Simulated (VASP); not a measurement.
## Si: single point with r2SCAN

The system is Si.

```
CELL_PARAMETERS angstrom
0.00000 2.68127 2.72211
2.76294 0.00000 2.72211
2.76294 2.68127 0.00000
ATOMIC_POSITIONS crystal
Si 0.50000 0.50000 0.50000
Si 0.75000 0.75000 0.75000
```

This cell differs from its parent crystal: strain +0.0150 x Voigt [1, -1, 0, 0, 0, 0].

| Item | Value |
| --- | --- |
| Program | VASP 6.6.1 |
| Task | single point |
| Functional | r2SCAN |
| Potentials or basis | VASP PAW PBE potentials, release 64 (Si) |
| Cutoff | 520 eV |
| k mesh | 8 × 8 × 8 |
| Occupations | gaussian, width 0.05 eV |
| Spin | no spin polarisation |

| Item | Value |
| --- | --- |
| Pressure | -0.2 GPa |
| Band gap on the k mesh | 0.57 eV (least direct gap 2.59 eV) |

Stress tensor (GPa, compression positive):
```
-1.87  0.00  0.00
 0.00  1.34  0.00
 0.00  0.00 -0.16
```

Levels at points of the mesh, in eV from the valence-band top:
```
           k point  band 2  band 3  band 4  band 5  band 6  band 7
(0.00, 0.00, 0.00)   -0.23   -0.11    0.00    2.59    2.65    2.71
(0.50, 0.00, 0.00)   -7.34   -1.51   -1.25    1.72    3.39    3.60
(0.50, 0.50, 0.00)   -8.24   -3.10   -3.10    0.83    0.83   10.54
(0.50, 0.00, 0.50)   -8.15   -3.22   -3.22    0.70    0.70   10.63
(0.00, 0.50, 0.50)   -8.34   -2.98   -2.98    0.95    0.95   10.68
```

Wall time 2.1 min on 1 thread of Intel Xeon 8259CL, with other jobs on the host, peak memory 0.18 GiB.

Caveat: the cell differs from its parent crystal (strain +0.0150 x Voigt [1, -1, 0, 0, 0, 0]); the PAW data sets were made with another functional, which shifts forces and pressure a little. A k mesh can miss the band edges.
